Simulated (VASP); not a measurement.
Wanted: the native input for a VASP 6.6.1 run.

```yaml
Task: electric field gradients
Functional: PBE
Potentials_or_basis: VASP PAW PBE potentials, release 64 (Zn, S)
Cutoff: 520 eV
k_mesh: 8 × 8 × 8
Occupations: fermi-dirac, width 0.01 eV
Spin: no spin polarisation
Dipole_correction: no
Further_INCAR_settings: ALGO = Normal; EDIFF = 1e-08; NBANDS = 16
```

The structure of ZnS lies in POSCAR:

```
ZnS
1.0
    0.0000000000      2.7046500000      2.6505570000
    2.7046500000      0.0000000000      2.6505570000
    2.7046500000      2.7046500000      0.0000000000
Zn S
1 1
Direct
    0.0000000000      0.0000000000      0.0000000000
    0.7500000000      0.7500000000      0.7500000000
```

This cell differs from its parent crystal: zz strain of -2 %.

These files were run (other wordings do the same):

INCAR

```
SYSTEM = ZnS
ALGO = Normal
EDIFF = 1E-8
ENCUT = 520
GGA = PE
ISIF = 2
ISMEAR = -1
LASPH = .True.
LCHARG = .False.
LEFG = .True.
LREAL = .False.
LWAVE = .False.
NBANDS = 16
NELM = 80
PREC = Accurate
SIGMA = 0.01
```

KPOINTS

```
k-points
0
Gamma
  8 8 8
  0 0 0
```

Potentials or basis: VASP PAW PBE potentials, release 64 (Zn, S).

Command:

```console
$ cat potpaw_PBE.64/Zn/POTCAR potpaw_PBE.64/S/POTCAR > POTCAR
$ mpirun -np 1 vasp_std > vasp.out
```

It gave:

The pressure is 3.1 GPa and the band gap on the k mesh is 2.14 eV, direct.

Caveat: the cell differs from its parent crystal (zz strain of -2 %); without QUAD_EFG the Cq values of the log hold for a quadrupole moment of 1 mb, not for the nuclei.

Run time: 39 s on 1 thread of AMD EPYC 7R43 64-Core Processor (Zen 3), on a shared host, peak memory 0.14 GiB.
